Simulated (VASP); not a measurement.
Write the native input for VASP 6.6.1 that does the following.

- Task: single point
- Functional: PBEsol
- Potentials or basis: VASP PAW PBE potentials, release 64 (Sr_sv)
- Cutoff: 520 eV
- k mesh: 10 × 10 × 10
- Occupations: gaussian, width 0.03 eV
- Spin: no spin polarisation
- Dipole correction: no
- Further INCAR settings: ALGO = Fast; EDIFF = 1e-06; NBANDS = 11

The structure of Sr lies in POSCAR:

```
Sr
1.0
    0.0000000000      3.1184087500      3.1944675000
    3.1184087500      0.0000000000      3.1944675000
    3.1184087500      3.1184087500      0.0000000000
Sr
1
Direct
    0.0000000000      0.0000000000      0.0000000000
```

This cell differs from its parent crystal: strain +0.025 along x and y, +0.050 along z.

These files were run (other wordings do the same):

INCAR

```
SYSTEM = Sr
ALGO     = Fast           ! electronic algorithm
EDIFF    = 1E-6           ! SCF threshold, eV
ENCUT    = 520            ! plane-wave cutoff, eV
GGA      = PS             ! functional
ISIF     = 2              ! what is computed and relaxed
ISMEAR   = 0              ! smearing method
LASPH    = .True.         ! aspherical terms in the spheres
LCHARG   = .True.         ! write CHGCAR
LELF     = .True.         ! ELF
LREAL    = .False.        ! projectors in reciprocal space
LVHAR    = .True.       
LWAVE    = .False.        ! write WAVECAR
NBANDS   = 11             ! bands
NELM     = 60             ! most SCF steps
PREC     = Accurate       ! precision mode
SIGMA    = 0.03           ! smearing width, eV
```

KPOINTS

```
k-points
0
Gamma
  10 10 10
  0 0 0
```

Potentials or basis: VASP PAW PBE potentials, release 64 (Sr_sv).

The run is started by

```bash
$ cat potpaw_PBE.64/Sr_sv/POTCAR > POTCAR
$ mpirun -np 1 vasp_std > vasp.out
```

It gave:

```yaml
Pressure: -1.6 GPa
Band_gap_on_the_k_mesh: zero (bands 5 and 6 overlap by 0.12 eV)
```

Caveat: the cell differs from its parent crystal (strain +0.025 along x and y, +0.050 along z); the PAW data sets were made with another functional, which shifts forces and pressure a little.

Run time: 27 s on 1 thread of Intel(R) Xeon(R) 6975P-C (Granite Rapids), with other jobs on the host, peak memory 0.24 GiB.
